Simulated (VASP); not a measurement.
# Zr5F (P-6m2) in VASP: notebook

The runs below take Zr5F through relaxation of cell and atoms, single point, with PBE.

All numbers are computed with VASP 6.6.1; they aren't measurements. Logs are shortened: lines on timing, memory, paths and dates and some standing lists are left out, and cuts for length are marked.

### Step 1. The cell of the first run

Symmetry: P-6m2, No. 187, hexagonal system. Conventional cell: a = 3.172 Å, b = 3.172 Å, c = 14.079 Å, α = 90.00°, β = 90.00°, γ = 120.00°. Zr (site symmetry 3m) has 3 F at 2.58 Å and 9 Zr at 3.16 to 3.17 Å within 3.4 Å. Within 4.2 Å of Zr (site symmetry 3m) lie 12 Zr at 3.16 to 3.22 Å. Within 4.2 Å of Zr (site symmetry -6m2) lie 12 Zr at 3.17 to 3.22 Å. Within 3.4 Å of F (site symmetry -6m2) lie 6 Zr at 2.58 Å and 6 F at 3.17 Å.

The cell was generated, and may not be a known phase.

### Step 2. Relaxation of cell and atoms, PBE

Contents of INCAR:

```
SYSTEM = Zr5F
PREC = Accurate ; ENCUT = 600
EDIFF = 1E-7 ; ISMEAR = 0
SIGMA = 0.1 ; LREAL = .False.
LASPH = .True. ; NELM = 120
ALGO = Normal ; ISIF = 3
LWAVE = .False. ; LCHARG = .False.
GGA = PE ; IBRION = 2
NSW = 100 ; EDIFFG = -0.01
GGA_COMPAT = .False. ; NELMIN = 4
```

Contents of KPOINTS:

```
regular mesh
0
Gamma
  12 12 4
  0 0 0
```

Contents of POSCAR:

```
Zr5F
1.0
    3.1722545989      0.0000000000      0.0000000000
   -1.5861272994      2.7472530699      0.0000000000
    0.0000000000      0.0000000000     14.0790229842
Zr F
5 1
Direct
    0.6666666667      0.3333333333      0.8709413789
    0.3333333333      0.6666666667      0.6881342364
    0.6666666667      0.3333333333      0.5000000000
    0.3333333333      0.6666666667      0.3118657636
    0.6666666667      0.3333333333      0.1290586211
    0.3333333333      0.6666666667      0.0000000000
```

Potentials or basis: VASP PAW PBE potentials, release 64 (Zr_sv, F).

Launch:

```sh
$ cat potpaw_PBE.64/Zr_sv/POTCAR potpaw_PBE.64/F/POTCAR > POTCAR
$ mpirun -np 1 vasp_std > vasp.out
```

OUTCAR:

```text
SYSTEM = Zr5F
   PREC = Accurate
   ENCUT = 600
   EDIFF = 1E-7
   ISMEAR = 0
   LREAL = .False.
   LASPH = .True.
   NELM = 120
   ISIF = 3
   GGA = PE
   IBRION = 2
   NSW = 100
   EDIFFG = -0.01
   NELMIN = 4

 ion  position               nearest neighbor table
   1  0.667  0.333  0.871-   6 2.58   6 2.58   6 2.58   2 3.16   2 3.16   2 3.16   5 3.63
   2  0.333  0.667  0.688-   1 3.16   1 3.16   1 3.16   3 3.22   3 3.22   3 3.22
   3  0.667  0.333  0.500-   2 3.22   4 3.22   2 3.22   4 3.22   2 3.22   4 3.22
   4  0.333  0.667  0.312-   5 3.16   5 3.16   5 3.16   3 3.22   3 3.22   3 3.22
   5  0.667  0.333  0.129-   6 2.58   6 2.58   6 2.58   4 3.16   4 3.16   4 3.16   1 3.63
   6  0.333  0.667  0.000-   1 2.58   5 2.58   1 2.58   5 2.58   1 2.58   5 2.58

  LATTYP: Found a hexagonal cell.
 ALAT       =     3.1722545989
 C/A-ratio  =     4.4381756083

  Lattice vectors:

 A1 = (   3.1722545989,   0.0000000000,   0.0000000000)
 A2 = (  -1.5861272994,   2.7472530699,   0.0000000000)
 A3 = (   0.0000000000,   0.0000000000,  14.0790229842)

Analysis of symmetry for initial positions (statically):
=====================================================================
 Subroutine PRICEL returns:
 Original cell was already a primitive cell.

 Routine SETGRP: Setting up the symmetry group for a
 hexagonal supercell.

 Subroutine GETGRP returns: Found 12 space group operations
 (whereof 12 operations were pure point group operations)
 out of a pool of 24 trial point group operations.

The static configuration has the point symmetry D_3h.

Analysis of symmetry for dynamics (positions and initial velocities):
=====================================================================
 Subroutine PRICEL returns:
 Original cell was already a primitive cell.

 Routine SETGRP: Setting up the symmetry group for a
 hexagonal supercell.

 Subroutine GETGRP returns: Found 12 space group operations
 (whereof 12 operations were pure point group operations)
 out of a pool of 24 trial point group operations.

The dynamic configuration has the point symmetry D_3h.

 Subroutine INISYM returns: Found 12 space group operations
 (whereof 12 operations are pure point group operations),
 and found     1 'primitive' translations

----------------------------------------------------------------------------------------

                                     Primitive cell

  volume of cell :     122.6985
[... 105 lines left out ...]
   POTIM  = 0.5000    time-step for ionic-motion
   TEBEG  =    0.0;   TEEND  =   0.0 temperature during run
   PSTRESS=    0.0 pullay stress
   NELECT =      67.0000    total number of electrons
   NUPDOWN=      -1.0000    fix difference up-down
   EMIN   =  10.00;   EMAX   =-10.00  energy-range for DOS
   EFERMI =   0.00;   METHOD = LEGACY
   ISMEAR =     0;   SIGMA  =   0.10  broadening in eV -4-tet -1-fermi 0-gaus
   EFERMI_NEDOS =   21; number of points for ismear=-14 and -15
   IALGO  =     38    algorithm
   IMIX   =      4    mixing-type and parameters
     AMIX     =   0.40;   BMIX     =  1.00
     AMIX_MAG =   1.60;   BMIX_MAG =  1.00
  volume/ion in A,a.u.               =      20.45       138.00
  Fermi-wavevector in a.u.,A,eV,Ry     =   1.338094  2.528631 24.361179  1.790496
  Thomas-Fermi vector in A             =   2.466592
   LORBIT       =      0    0 simple, 1 ext, 2 COOP (PROOUT), +10 PAW based schemes
   GGA     = PE    functional components
   LHFCALC =     F    Hartree Fock is set to
   AEXX    =    0.0000 exact exchange contribution
   IVDW    =     0    specifies the selected vdW correction
   LEPSILON=     F    determine dielectric tensor
   LRPA    =     F    only Hartree local field effects (RPA)
 conjugate gradient relaxation of ions
 non-spin polarized calculation
 Gauss-broadening in eV      SIGMA  =   0.10
  energy-cutoff  :      600.00
  volume of cell :      122.70
 maximum number of plane-waves:      4125
 NGX is ok and might be reduce to    28
   NGX = 13   NGY = 13   NGZ = 57

--------------------------------------- Ionic step        1  -------------------------------------------

 number of electron      67.0000005 magnetization

 Free energy of the ion-electron system (eV)
  ---------------------------------------------------
  ext. energy  EPLUGINS =         0.00000000
  ---------------------------------------------------
  free energy    TOTEN  =       -47.68663974 eV

  energy without entropy =      -47.65080501  energy(sigma->0) =      -47.66872238

------------------------ aborting loop because EDIFF is reached ----------------------------------------

  FORCE on cell =-STRESS in cart. coord.  units (eV):
  Direction    XX          YY          ZZ          XY          YZ          ZX
  --------------------------------------------------------------------------------------
  -------------------------------------------------------------------------------------
  Total        0.5288784      0.5288784     -0.5217478      0.0000000      0.0000000      0.0000000
  in kB        6.9060101      6.9060101     -6.8128990      0.0000000      0.0000000      0.0000000
  external PRESSURE =       2.3330404 kB  Pullay stress =       0.0000000 kB
[... 227 lines left out ...]
--------------------------------------- Ionic step        7  -------------------------------------------

 number of electron      67.0000000 magnetization

 Free energy of the ion-electron system (eV)
  ---------------------------------------------------
  ext. energy  EPLUGINS =         0.00000000
  ---------------------------------------------------
  free energy    TOTEN  =       -47.69525934 eV

  energy without entropy =      -47.65772740  energy(sigma->0) =      -47.67649337

 E-fermi :   9.0588     XC(G=0): -11.0853

 val. band max:        9.0585716492   @ k =   0.3333   0.3333   0.5000
 cond. band min:       9.0702499537   @ k =   0.0833   0.0833   0.5000
 fundamental gap:      0.0116783045
 Fermi energy:         9.0588229674

 k-point     1 :       0.0000    0.0000    0.0000
  band No.  band energies     occupation
      1     -40.1945      2.00000
      2     -40.1872      2.00000
      3     -39.6838      2.00000
      4     -39.6343      2.00000
      5     -39.5896      2.00000
      6     -18.8540      2.00000
[... 1021 lines left out ...]
     39      10.1935      0.00000
     40      10.5406      0.00000

 [... further k-points ...]

------------------------ aborting loop because EDIFF is reached ----------------------------------------

  FORCE on cell =-STRESS in cart. coord.  units (eV):
  Direction    XX          YY          ZZ          XY          YZ          ZX
  --------------------------------------------------------------------------------------
  -------------------------------------------------------------------------------------
  Total        0.0171345      0.0171345     -0.0052903      0.0000000      0.0000000      0.0000000
  in kB        0.2227226      0.2227226     -0.0687651      0.0000000      0.0000000      0.0000000
  external PRESSURE =       0.1255600 kB  Pullay stress =       0.0000000 kB
[... 21 lines left out ...]
  FREE ENERGIE OF THE ION-ELECTRON SYSTEM (eV)
  ---------------------------------------------------
  free  energy   TOTEN  =       -47.6952593416 eV

  energy  without entropy=      -47.6577274035  energy(sigma->0) =      -47.67649337

 reached required accuracy - stopping structural energy minimisation
```

OSZICAR:

```text
N       E                     dE             d eps       ncg     rms          rms(c)
DAV:   1     0.788618472309E+03    0.78862E+03   -0.38909E+04  4592   0.186E+03
DAV:   2     0.206083734291E+02   -0.76801E+03   -0.75360E+03  5208   0.526E+02
DAV:   3    -0.453931092776E+02   -0.66001E+02   -0.64530E+02  7136   0.117E+02
[... 87 lines left out ...]
DAV:   4    -0.476952609376E+02    0.74925E-04   -0.40930E-04  5848   0.896E-02    0.182E-02
DAV:   5    -0.476952629288E+02   -0.19912E-05   -0.83480E-05  6408   0.461E-02    0.133E-02
DAV:   6    -0.476952588818E+02    0.40469E-05   -0.30936E-05  6432   0.284E-02    0.592E-03
DAV:   7    -0.476952592625E+02   -0.38073E-06   -0.14615E-06  5680   0.692E-03    0.191E-03
DAV:   8    -0.476952593416E+02   -0.79102E-07   -0.15811E-07  3688   0.191E-03
   7 F= -.47695259E+02 E0= -.47676493E+02  d E =-.203262E-03
```

CONTCAR:

```text
Zr5F
   1.00000000000000
     3.1954068747661117    0.0000000000004192   -0.0000000000000000
    -1.5977034373323282    2.7673035289548449   -0.0000000000000000
     0.0000000000000000   -0.0000000000000000   13.9391371475836880
  Zr              F
     5     1
Direct
     0.6666666667000030    0.3333333332999970    0.8707244427110529
     0.3333333332999970    0.6666666667000030    0.6893312113338039
     0.6666666667000030    0.3333333332999970    0.5000000000000000
     0.3333333332999970    0.6666666667000030    0.3106687886661960
     0.6666666667000030    0.3333333332999970    0.1292755572889470
     0.3333333332999970    0.6666666667000030    0.0000000000000000

  0.00000000E+00  0.00000000E+00  0.00000000E+00
  0.00000000E+00  0.00000000E+00  0.00000000E+00
  0.00000000E+00  0.00000000E+00  0.00000000E+00
  0.00000000E+00  0.00000000E+00  0.00000000E+00
  0.00000000E+00  0.00000000E+00  0.00000000E+00
  0.00000000E+00  0.00000000E+00  0.00000000E+00
```

It took 62 min on 1 thread of Oxide Virtual Turin-like, shared host; peak memory 0.43 GiB.

Results:

* Free energy: -47.6953 eV
* Relaxed volume: 20.54 Å³/atom
* Relaxed cell: a = 3.195 Å, b = 3.195 Å, c = 13.939 Å, α = 90.00°, β = 90.00°, γ = 120.00°
* Space group after relaxing (to 0.1 Å): P-6m2 (No. 187)
* Energy gained by relaxing: 1.4 meV/atom
* Ionic steps: 7
* Pressure after relaxing: 0.0 GPa
* Largest force after relaxing: 0.010 eV/Å
* Band gap on the k mesh: zero (an odd number of electrons rules out a gap without spin polarisation)

Forces in eV/Å, atoms in the order of the input:
```
Zr   0.000  0.000  0.010
Zr   0.000  0.000  0.004
Zr   0.000  0.000  0.000
Zr   0.000  0.000 -0.004
Zr   0.000  0.000 -0.010
F    0.000  0.000  0.000
```

The path:
| step | energy change (eV) | largest force (eV/Å) | pressure (GPa) | volume (Å³) |
| --- | --- | --- | --- | --- |
| 1 | 0.0000 | 0.1010 | 0.23 | 122.70 |
| 2 | -0.0059 | 0.0741 | -0.09 | 123.23 |
| 3 | -0.0077 | 0.0472 | -0.37 | 123.71 |
| 4 | -0.0079 | 0.0364 | 0.33 | 122.89 |
| 5 | -0.0084 | 0.0224 | 0.01 | 123.27 |
| 6 | -0.0085 | 0.0177 | 0.01 | 123.27 |
| 7 | -0.0086 | 0.0097 | 0.01 | 123.26 |

Final structure:
```xyz
6
Lattice="3.1954 0.0000 0.0000 -1.5977 2.7673 0.0000 0.0000 0.0000 13.9391" Properties=species:S:1:pos:R:3 pbc="T T T"
Zr    1.5977    0.9224   12.1371
Zr    0.0000    1.8449    9.6087
Zr    1.5977    0.9224    6.9696
Zr    0.0000    1.8449    4.3305
Zr    1.5977    0.9224    1.8020
F     0.0000    1.8449    0.0000
```

### Step 3. Single point, PBE

This run uses another cell than the first one, of 19.29 Å³/atom.

Contents of INCAR:

```
SYSTEM = Zr5F
PREC = Accurate ; ENCUT = 600
EDIFF = 1E-6 ; ISMEAR = 0
SIGMA = 0.1 ; LREAL = .FALSE.
LASPH = .TRUE. ; NELM = 120
ALGO = Normal ; ISIF = 2
LWAVE = .FALSE. ; LCHARG = .TRUE.
GGA = PE ; LELF = .TRUE.
LVHAR = .TRUE. ; NBANDS = 42
GGA_COMPAT = .FALSE.
```

Contents of KPOINTS:

```
Automatic mesh
0
G
  6 6 1
  0 0 0
```

Contents of POSCAR:

```
Zr5F
1.0
    2.9640421700      0.0000000000      0.0000000000
   -1.4820210900      2.5669358200      0.0000000000
    0.0000000000      0.0000000000     15.2141795200
Zr F
5 1
Direct
    0.6666666700      0.3333333300      0.8184250000
    0.3333333300      0.6666666700      0.6598208500
    0.6666666700      0.3333333300      0.5000000000
    0.3333333300      0.6666666700      0.3401791500
    0.6666666700      0.3333333300      0.1815750000
    0.3333333300      0.6666666700      0.0000000000
```

Potentials or basis: VASP PAW PBE potentials, release 64 (Zr_sv, F).

Launch:

```sh
$ cat potpaw_PBE.64/Zr_sv/POTCAR potpaw_PBE.64/F/POTCAR > POTCAR
$ mpirun -np 1 vasp_std > vasp.out
```

It took 2.1 min on 1 thread of AMD EPYC 9755, shared host; peak memory 0.21 GiB.

The run converged. Its results:

- Free energy: -44.0124 eV
- Pressure: 16.5 GPa
- Largest force: 3.229 eV/Å
- Band gap on the k mesh: zero (an odd number of electrons rules out a gap without spin polarisation)

Forces on the atoms (eV/Å):
```
Zr   0.000  0.000  3.229
Zr   0.000  0.000  0.112
Zr   0.000  0.000  0.000
Zr   0.000  0.000 -0.112
Zr   0.000  0.000 -3.229
F    0.000  0.000  0.000
```

Stress tensor (GPa, compression positive):
```
22.08  0.00  0.00
 0.00 22.08  0.00
 0.00  0.00  5.48
```

Levels at points of the mesh, in eV from the Fermi level:
| k point | band 31 | band 32 | band 33 | band 34 | band 35 | band 36 |
| --- | --- | --- | --- | --- | --- | --- |
| (0.00, 0.00, 0.00) | 0.22 | 0.62 | 0.78 | 0.78 | 0.82 | 0.82 |
| (0.50, 0.00, 0.00) | -1.36 | -1.12 | -1.11 | 0.28 | 0.91 | 1.55 |

Caveat: the k points lie up to 0.41 Å⁻¹ apart, too coarse for converged energies and pressures of a metal; forces of over 1 eV/Å act on the atoms, so gaps and moduli don't describe the material at rest.

### Step 4. Single point, PBE

Contents of INCAR:

```
ALGO = Normal
EDIFF = 1E-6
ENCUT = 600
GGA = PE
GGA_COMPAT = False
ISIF = 2
ISMEAR = 0
LASPH = True
LCHARG = False
LREAL = False
LWAVE = False
NBANDS = 42
NELM = 120
PREC = Accurate
SIGMA = 0.1
```

Contents of KPOINTS:

```
k-points
0
Gamma
  6 6 1
```

Contents of POSCAR:

```
Zr5F
1.0
    3.1869839118      0.0000000031      0.0000000000
   -1.5934919586      2.7600090275      0.0000000000
    0.0000000000      0.0000000000     13.9750674076
Zr F
5 1
Direct
    0.6666666667      0.3333333333      0.8715549092
    0.3333333333      0.6666666667      0.6905965813
    0.6666666667      0.3333333333      0.5000000000
    0.3333333333      0.6666666667      0.3094034187
    0.6666666667      0.3333333333      0.1284450908
    0.3333333333      0.6666666667      0.0000000000
```

Potentials or basis: VASP PAW PBE potentials, release 64 (Zr_sv, F).

Launch:

```sh
$ cat potpaw_PBE.64/Zr_sv/POTCAR potpaw_PBE.64/F/POTCAR > POTCAR
$ mpirun -np 1 vasp_std > vasp.out
```

OUTCAR:

```text
EDIFF = 1E-6
   ENCUT = 600
   GGA = PE
   ISIF = 2
   ISMEAR = 0
   LASPH = True
   LREAL = False
   NELM = 120
   PREC = Accurate

 ion  position               nearest neighbor table
   1  0.667  0.333  0.872-   6 2.57   6 2.57   6 2.57   2 3.13   2 3.13   2 3.13   5 3.59
   2  0.333  0.667  0.691-   1 3.13   1 3.13   1 3.13   3 3.24   3 3.24   3 3.24
   3  0.667  0.333  0.500-   2 3.24   4 3.24   2 3.24   4 3.24   2 3.24   4 3.24
   4  0.333  0.667  0.309-   5 3.13   5 3.13   5 3.13   3 3.24   3 3.24   3 3.24
   5  0.667  0.333  0.128-   6 2.57   6 2.57   6 2.57   4 3.13   4 3.13   4 3.13   1 3.59
[... 504 lines left out ...]
  -------------------------------------------------------------------------------------
  Total        0.0096191      0.0096191     -0.0467218     -0.0000000      0.0000000     -0.0000000
  in kB        0.1253719      0.1253719     -0.6089561     -0.0000000      0.0000000     -0.0000000
  external PRESSURE =      -0.1194041 kB  Pullay stress =       0.0000000 kB

 VOLUME and BASIS-vectors are now :
 -----------------------------------------------------------------------------
  energy-cutoff  :      600.00
  volume of cell :      122.93
      direct lattice vectors                 reciprocal lattice vectors
     3.186983912  0.000000003  0.000000000     0.313776294  0.181158828  0.000000000
    -1.593491959  2.760009028  0.000000000    -0.000000000  0.362317655  0.000000000
     0.000000000  0.000000000 13.975067408     0.000000000  0.000000000  0.071556005

 POSITION                                       TOTAL-FORCE (eV/Angst)
 -----------------------------------------------------------------------------------
      1.59349      0.92000     12.18004        -0.000000     -0.000000     -0.003097
     -0.00000      1.84001      9.65113        -0.000000     -0.000000     -0.010741
      1.59349      0.92000      6.98753        -0.000000     -0.000000      0.000000
     -0.00000      1.84001      4.32393        -0.000000     -0.000000      0.010741
      1.59349      0.92000      1.79503        -0.000000      0.000000      0.003097
     -0.00000      1.84001      0.00000         0.000000      0.000000      0.000000
 -----------------------------------------------------------------------------------
    total drift:                                0.000000     -0.000000      0.000000

  FREE ENERGIE OF THE ION-ELECTRON SYSTEM (eV)
  ---------------------------------------------------
  free  energy   TOTEN  =       -47.7391945261 eV

  energy  without entropy=      -47.6763843854  energy(sigma->0) =      -47.70778946
```

It took 1.9 min on 1 thread of AMD EPYC 9755, shared host; peak memory 0.25 GiB.

What came out:

* Free energy: -47.7392 eV
* Pressure: 0.0 GPa
* Largest force: 0.011 eV/Å
* Band gap on the k mesh: zero (an odd number of electrons rules out a gap without spin polarisation)

Forces on the atoms (eV/Å):
```
Zr   0.000  0.000 -0.003
Zr   0.000  0.000 -0.011
Zr   0.000  0.000  0.000
Zr   0.000  0.000  0.011
Zr   0.000  0.000  0.003
F    0.000  0.000  0.000
```

Caveat: the k points lie up to 0.45 Å⁻¹ apart, too coarse for converged energies and pressures of a metal.

### Step 5. The runs side by side

| task | cell | k mesh | gap on the mesh (eV) | pressure (GPa) | largest force (eV/Å) |
| --- | --- | --- | --- | --- | --- |
| relaxation of cell and atoms | relaxed from a = 3.172, b = 3.172, c = 14.079 Å, angles 90.0, 90.0, 120.0°, 6 atoms, atomic positions A | 12 × 12 × 4 | none | 0.0 | 0.01 |
| single point | a = 2.964, b = 2.964, c = 15.214 Å, angles 90.0, 90.0, 120.0°, 6 atoms, atomic positions B | 6 × 6 × 1 | none | 16.5 | 3.23 |
| single point | a = 3.187, b = 3.187, c = 13.975 Å, angles 90.0, 90.0, 120.0°, 6 atoms, atomic positions C | 6 × 6 × 1 | none | 0.0 | 0.01 |

Alike in all rows: level PBE; potentials or basis VASP PAW PBE potentials, release 64 (Zr_sv, F); no spin polarisation; cutoff (eV) 600; smearing gaussian 0.1 eV.

Caveats: some runs use coarse meshes; forces of over 1 eV/Å act on the atoms, so gaps and moduli don't describe the material at rest (at least some runs).

Absolute energies hang on the potentials; compare differences alone.

The gap in the log of VASP goes by the Fermi energy; the results here count the filled bands.